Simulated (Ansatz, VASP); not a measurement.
**Two plane-wave programs on Ni**

File INCAR:

```
SYSTEM = Ni
  ALGO = Normal
  EDIFF = 1E-6
  ENCUT = 520
  GGA = PS
  ISIF = 2
  ISMEAR = 0
  ISPIN = 2
  LASPH = .TRUE.
  LCHARG = .FALSE.
  LMAXMIX = 4
  LORBIT = 11
  LREAL = .FALSE.
  LWAVE = .FALSE.
  MAGMOM = 0.81
  NBANDS = 15
  NELM = 150
  PREC = Accurate
  SIGMA = 0.15
```

File KPOINTS:

```
k-points
0
G
  22 22 22
  0 0 0
```

The input POSCAR:

```
Ni
1.0
    0.0000000000      1.8386680000      1.6972320000
    1.8386680000      0.0000000000      1.6972320000
    1.8386680000      1.8386680000      0.0000000000
Ni
1
Direct
    0.0000000000      0.0000000000      0.0000000000
```

Input for Ansatz:

```yaml
crystal:
  lattice:
    - [0.0, 1.838668, 1.697232]
    - [1.838668, 0.0, 1.697232]
    - [1.838668, 1.838668, 0.0]
  atoms:
    - { symbol: Ni, position: [0.0, 0.0, 0.0], spin: 0.81 }
basis:
  ecutwfc: 420
kpoints:
  mp_grid: { grid: [22, 22, 22] }
hamiltonian:
  xc: pbesol
scf:
  occupations: { method: gaussian, width: 0.15 }
output:
  forces: true
  stress: true
  eigenvalues: true
  populations: true
magnetization:
  spin_polarized: true
```

Change from the starting cell: strain +0.040 along x and y, -0.040 along z, atoms carried along.

Alike in both runs: task single point; functional PBEsol; k mesh 22 × 22 × 22; occupations gaussian, width 0.15 eV; collinear spin.

|  | VASP | Ansatz |
| --- | --- | --- |
| version | VASP 6.6.1 | Ansatz 0.2.0 |
| potentials or method | VASP PAW PBE potentials, release 64 (Ni), cutoff 520 eV | scalar-relativistic, plane waves, PAW |
| valence electrons in the cell | 10 | 18 |

|  | VASP | Ansatz | Ansatz less VASP |
| --- | --- | --- | --- |
| gap on the k mesh at the Fermi level (eV) | none | none | - |
| pressure (GPa) | -17.5 | -17.6 | -0.18 |
| traceless stress, the component that is largest in VASP (GPa) | 4.13 | 4.30 | +0.171 |
| net moment per atom (μB) | 0.64 | 0.65 | +0.013 |
| size of the moment on the site where the two differ most (μB) | 0.65 | 0.69 | +0.037 |

VASP's potentials were made for PBE, not for PBEsol. Site moments also hang on the region over which each program counts them. A gap of «none» marks a metal or a gap that the smearing closes. VASP's potentials hold 10 valence electrons a cell and Ansatz's 18, so a difference there can come from the potentials and not from the codes.
